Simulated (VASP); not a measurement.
# O (P4/mmm) in VASP: single point with PBEsol

Aim: the single point of O with PBEsol.

Program: VASP 6.6.1. These are calculated values, not measurements. Logs are shortened: lines on timing, memory, paths and dates and some standing lists are left out, and cuts for length are marked.

## Step 1: The cell of the first run

It takes space group P4/mmm (No. 123, tetragonal). Conventional cell: a = 1.776 Å, b = 1.776 Å, c = 3.053 Å, α = 90.00°, β = 90.00°, γ = 90.00°. Within 2.4 Å of O (site symmetry 4/mmm) lie 4 O at 1.78 Å.

## Step 2: Single point, PBEsol

INCAR reads:

```
  PREC = Accurate
  ENCUT = 600
  EDIFF = 1E-6
  ISMEAR = 1
  SIGMA = 0.1
  LREAL = False
  LASPH = True
  NELM = 120
  ALGO = Normal
  ISIF = 2
  LWAVE = False
  LCHARG = True
  GGA = PS
  LELF = True
  LVHAR = True
  NBANDS = 13
  GGA_COMPAT = False
```

KPOINTS reads:

```
Automatic mesh
0
Gamma
  5 10 6
```

POSCAR reads:

```
O
1.0
    3.5511800000      0.0000000000      0.0000000000
    0.0000000000      1.7755900000      0.0000000000
    0.0000000000      0.0000000000      3.0530500000
O
2
Direct
    0.0000000000      0.0000000000      0.0000000000
    0.5000000000      0.0000000000      0.0000000000
```

Potentials or basis: VASP PAW PBE potentials, release 64 (O).

On the command line:

```sh
cat potpaw_PBE.64/O/POTCAR > POTCAR
mpirun -np 1 vasp_std > vasp.out
```

OUTCAR:

```text
PREC = Accurate
   ENCUT = 600
   EDIFF = 1E-6
   ISMEAR = 1
   LREAL = False
   LASPH = True
   NELM = 120
   ISIF = 2
   GGA = PS

 ion  position               nearest neighbor table
   1  0.000  0.000  0.000-   2 1.78   2 1.78
   2  0.500  0.000  0.000-   1 1.78   1 1.78

  LATTYP: Found a simple orthorhombic cell.
 ALAT       =     1.7755900000
 B/A-ratio  =     1.7194566313
 C/A-ratio  =     2.0000000000

  Lattice vectors:

 A1 = (   0.0000000000,   1.7755900000,   0.0000000000)
 A2 = (   0.0000000000,   0.0000000000,   3.0530500000)
 A3 = (   3.5511800000,   0.0000000000,   0.0000000000)

Analysis of symmetry for initial positions (statically):
=====================================================================
 Subroutine PRICEL returns following result:

  LATTYP: Found a simple tetragonal cell.
 ALAT       =     1.7755900000
 C/A-ratio  =     1.7194566313

  Lattice vectors:

 A1 = (   1.7755900000,   0.0000000000,   0.0000000000)
 A2 = (   0.0000000000,   1.7755900000,   0.0000000000)
 A3 = (   0.0000000000,   0.0000000000,   3.0530500000)

   2 primitive cells build up your supercell.

 Routine SETGRP: Setting up the symmetry group for a
 simple orthorhombic supercell.

 Subroutine GETGRP returns: Found  8 space group operations
 (whereof  8 operations were pure point group operations)
 out of a pool of  8 trial point group operations.

The static configuration has the point symmetry D_2h.

Analysis of symmetry for dynamics (positions and initial velocities):
=====================================================================
 Subroutine PRICEL returns following result:

  LATTYP: Found a simple tetragonal cell.
 ALAT       =     1.7755900000
 C/A-ratio  =     1.7194566313

  Lattice vectors:

 A1 = (   1.7755900000,   0.0000000000,   0.0000000000)
 A2 = (   0.0000000000,   1.7755900000,   0.0000000000)
 A3 = (   0.0000000000,   0.0000000000,   3.0530500000)

   2 primitive cells build up your supercell.

 Routine SETGRP: Setting up the symmetry group for a
 simple orthorhombic supercell.

 Subroutine GETGRP returns: Found  8 space group operations
 (whereof  8 operations were pure point group operations)
 out of a pool of  8 trial point group operations.

The dynamic configuration has the point symmetry D_2h.

 Subroutine INISYM returns: Found  8 space group operations
 (whereof  8 operations are pure point group operations),
 and found     2 'primitive' translations

----------------------------------------------------------------------------------------

                                     Primitive cell

  volume of cell :       9.6254

  direct lattice vectors                    reciprocal lattice vectors
     1.775590000  0.000000000  0.000000000     0.563193079  0.000000000  0.000000000
     0.000000000  1.775590000  0.000000000     0.000000000  0.563193079  0.000000000
     0.000000000  0.000000000  3.053050000     0.000000000  0.000000000  0.327541311

  length of vectors
     1.775590000  1.775590000  3.053050000     0.563193079  0.563193079  0.327541311

  position of ions in fractional coordinates (direct lattice)
     0.000000000  0.000000000  0.000000000

  ion indices of the primitive-cell ions
   primitive index   ion index
                 1           1

----------------------------------------------------------------------------------------

 KPOINTS: Automatic mesh

Automatic generation of k-mesh.
 Grid dimensions read from file:
 generate k-points for:    5   10    6

 Generating k-lattice:

  Cartesian coordinates                     Fractional coordinates (reciprocal lattice)
     0.056319308  0.000000000  0.000000000     0.200000000  0.000000000  0.000000000
     0.000000000  0.056319308  0.000000000     0.000000000  0.100000000  0.000000000
     0.000000000  0.000000000  0.054590219     0.000000000  0.000000000  0.166666667

  Length of vectors
     0.056319308  0.056319308  0.054590219

  Shift w.r.t. Gamma in fractional coordinates (k-lattice)
     0.000000000  0.000000000  0.000000000

 Subroutine IBZKPT returns following result:
 ===========================================

 Found     72 irreducible k-points:

 Following reciprocal coordinates:
            Coordinates               Weight
  0.000000  0.000000  0.000000      1.000000
  0.200000  0.000000  0.000000      2.000000
  0.400000  0.000000  0.000000      2.000000
  0.000000  0.100000  0.000000      2.000000
  0.200000  0.100000  0.000000      4.000000
  0.400000  0.100000  0.000000      4.000000
[... 16 lines left out ...]
  0.200000  0.100000  0.166667      8.000000
  0.400000  0.100000  0.166667      8.000000
 [... further k-points ...]
   k-points           NKPTS =     72   k-points in BZ     NKDIM =     72   number of bands    NBANDS=     13
   number of dos      NEDOS =    301   number of ions     NIONS =      2
   total plane-waves  NPLWV =   9408
   dimension x,y,z NGX =    28 NGY =   14 NGZ =   24
   dimension x,y,z NGXF=    56 NGYF=   28 NGZF=   48
   ions per type =               2
   NGX,Y,Z   is equivalent  to a cutoff of  13.11, 13.11, 13.07 a.u.
   NGXF,Y,Z  is equivalent  to a cutoff of  26.22, 26.22, 26.14 a.u.
 SYSTEM =  unknown system
   PREC   = accura    normal or accurate (medium, high low for compatibility)
   ISTART =      0    job   : 0-new  1-cont  2-samecut
   ICHARG =      2    charge: 1-file 2-atom 10-const
   ISPIN  =      1    spin polarized calculation?
   LNONCOLLINEAR =      F non collinear calculations
   LSORBIT =      F    spin-orbit coupling
   LASPH  =      T    aspherical Exc in radial PAW
   ENCUT  =  600.0 eV  44.10 Ry    6.64 a.u.   7.09  3.55  6.10*2*pi/ulx,y,z
   NELM   =    120;   NELMIN=  2; NELMDL= -5     # of ELM steps
   EDIFF  = 0.1E-05   stopping-criterion for ELM
   LREAL  =      F    real-space projection
   EDIFFG = 0.1E-04   stopping-criterion for IOM
   NSW    =      0    number of steps for IOM
   IBRION =     -1    ionic relax: 0-MD 1-quasi-New 2-CG
   NFREE  =      0    steps in history (QN), initial steepest desc. (CG)
   ISIF   =      2    stress and relaxation
   ISYM   =      2    0-nonsym 1-usesym 2-fastsym
   POTIM  = 0.5000    time-step for ionic-motion
   TEBEG  =    0.0;   TEEND  =   0.0 temperature during run
   PSTRESS=    0.0 pullay stress
   NELECT =      12.0000    total number of electrons
   NUPDOWN=      -1.0000    fix difference up-down
   EMIN   =  10.00;   EMAX   =-10.00  energy-range for DOS
   EFERMI =   0.00;   METHOD = LEGACY
   ISMEAR =     1;   SIGMA  =   0.10  broadening in eV -4-tet -1-fermi 0-gaus
   EFERMI_NEDOS =   21; number of points for ismear=-14 and -15
   IALGO  =     38    algorithm
   IMIX   =      4    mixing-type and parameters
     AMIX     =   0.40;   BMIX     =  1.00
     AMIX_MAG =   1.60;   BMIX_MAG =  1.00
  volume/ion in A,a.u.               =       9.63        64.96
  Fermi-wavevector in a.u.,A,eV,Ry     =   1.398467  2.642719 26.609040  1.955709
  Thomas-Fermi vector in A             =   2.521622
   LORBIT       =      0    0 simple, 1 ext, 2 COOP (PROOUT), +10 PAW based schemes
   GGA     = PS    functional components
   LHFCALC =     F    Hartree Fock is set to
   AEXX    =    0.0000 exact exchange contribution
   IVDW    =     0    specifies the selected vdW correction
   LEPSILON=     F    determine dielectric tensor
   LRPA    =     F    only Hartree local field effects (RPA)
 non-spin polarized calculation
 Methfessel and Paxton  Order N= 1 SIGMA  =   0.10
  energy-cutoff  :      600.00
  volume of cell :       19.25
 maximum number of plane-waves:       657
   NGX = 15   NGY =  7   NGZ = 13

 number of electron      12.0000010 magnetization

 Free energy of the ion-electron system (eV)
  ---------------------------------------------------
  ext. energy  EPLUGINS =         0.00000000
  ---------------------------------------------------
  free energy    TOTEN  =        -7.47569194 eV

  energy without entropy =       -7.47506521  energy(sigma->0) =       -7.47548303

 E-fermi :   0.4306     XC(G=0): -10.5735

 val. band max:        0.3978726415   @ k =   0.0000   0.3000   0.5000
 cond. band min:       0.4629201141   @ k =   0.4000   0.4000   0.1667
 fundamental gap:      0.0650474726
 Fermi energy:         0.4305533116

 k-point     1 :       0.0000    0.0000    0.0000
  band No.  band energies     occupation
      1     -22.2456      2.00000
      2     -16.5084      2.00000
      3      -8.6747      2.00000
      4      -4.0482      2.00000
      5      -0.5718      2.00000
      6       4.4114      0.00000
      7       4.4114      0.00000
      8       5.8894      0.00000
      9       8.9104      0.00000
     10      19.6167      0.00000
     11      19.9411      0.00000
     12      22.0151      0.00000
     13      28.4224      0.00000

 k-point     2 :       0.2000    0.0000    0.0000
  band No.  band energies     occupation
      1     -21.9074      2.00000
      2     -17.5365      2.00000
      3      -7.1148      2.00000
      4      -3.7790      2.00000
      5      -0.9905      2.00000
      6       3.1058      0.00000
      7       4.5423      0.00000
      8       5.7369      0.00000
      9       9.3630      0.00000
     10      15.9366      0.00000
     11      22.8842      0.00000
     12      24.2739      0.00000
     13      28.1116      0.00000

 k-point     3 :       0.4000    0.0000    0.0000
  band No.  band energies     occupation
      1     -20.9148      2.00000
      2     -19.3582      2.00000
      3      -3.7818      2.00000
      4      -3.0261      2.00000
      5      -1.9751      2.00000
      6      -0.0427      2.00000
      7       4.8944      0.00000
      8       5.3499      0.00000
      9      10.6966      0.00000
     10      12.8944      0.00000
     11      24.9500      0.00000
     12      26.9816      0.00000
     13      28.8543      0.00000
[... 305 lines left out ...]
 k-point    23 :       0.2000    0.1000    0.1667
  band No.  band energies     occupation
      1     -21.5202      2.00000
      2     -17.1873      2.00000
      3      -6.8139      2.00000
      4      -3.9928      2.00000
      5      -1.0229      2.00000
      6       3.1339      0.00000
      7       3.4075      0.00000
      8       4.7187      0.00000
      9      10.8153      0.00000
     10      16.1717      0.00000
     11      22.6108      0.00000
     12      26.4638      0.00000
     13      27.2791      0.00000

 k-point    24 :       0.4000    0.1000    0.1667
  band No.  band energies     occupation
      1     -20.5350      2.00000
      2     -18.9911      2.00000
      3      -3.5241      2.00000
      4      -3.1985      2.00000
      5      -2.0790      2.00000
      6       0.1618      2.00096
      7       3.7047      0.00000
      8       4.2482      0.00000
      9      11.9893      0.00000
     10      13.8527      0.00000
     11      25.0766      0.00000
     12      26.7489      0.00000
     13      29.1856      0.00000

 [... further k-points ...]

------------------------ aborting loop because EDIFF is reached ----------------------------------------

  FORCE on cell =-STRESS in cart. coord.  units (eV):
  Direction    XX          YY          ZZ          XY          YZ          ZX
  --------------------------------------------------------------------------------------
  -------------------------------------------------------------------------------------
  Total       -0.2353981     -0.2354023      0.0839763      0.0000000      0.0000000      0.0000000
  in kB      -19.5913406    -19.5916961      6.9890473      0.0000000      0.0000000      0.0000000
  external PRESSURE =     -10.7313298 kB  Pullay stress =       0.0000000 kB

 VOLUME and BASIS-vectors are now :
 -----------------------------------------------------------------------------
  energy-cutoff  :      600.00
  volume of cell :       19.25
      direct lattice vectors                 reciprocal lattice vectors
     3.551180000  0.000000000  0.000000000     0.281596540  0.000000000  0.000000000
     0.000000000  1.775590000  0.000000000     0.000000000  0.563193079  0.000000000
     0.000000000  0.000000000  3.053050000     0.000000000  0.000000000  0.327541311

 POSITION                                       TOTAL-FORCE (eV/Angst)
 -----------------------------------------------------------------------------------
      0.00000      0.00000      0.00000         0.000000      0.000000      0.000000
      1.77559      0.00000      0.00000        -0.000000      0.000000     -0.000000
 -----------------------------------------------------------------------------------
    total drift:                                0.000000     -0.000000     -0.000000

  FREE ENERGIE OF THE ION-ELECTRON SYSTEM (eV)
  ---------------------------------------------------
  free  energy   TOTEN  =        -7.4756919397 eV

  energy  without entropy=       -7.4750652085  energy(sigma->0) =       -7.47548303
```

Wall time 11 s (1 thread of AMD EPYC 7R43 (Zen 3), shared host); peak memory 0.1 GiB.

What came out:

- Free energy: -7.4757 eV
- Pressure: -1.1 GPa
- Band gap on the k mesh: zero (bands 6 and 7 overlap by 5.53 eV)

Stress tensor (GPa, compression positive):
```
-1.96  0.00  0.00
 0.00 -1.96  0.00
 0.00  0.00  0.70
```

Levels at points of the mesh, in eV from the Fermi level:
```csv
k point,band 4,band 5,band 6,band 7,band 8,band 9
"(0.00, 0.00, 0.00)",-4.48,-1.00,3.98,3.98,5.46,8.48
"(0.00, 0.50, 0.00)",-5.41,-5.41,-1.00,1.52,5.46,16.96
"(0.00, 0.00, 0.50)",-6.29,-1.82,4.00,4.00,5.47,13.23
"(0.00, 0.50, 0.50)",-5.33,-5.33,-1.82,1.12,5.47,14.18
```

Caveat: the PAW data sets were made with another functional, which shifts forces and pressure a little.
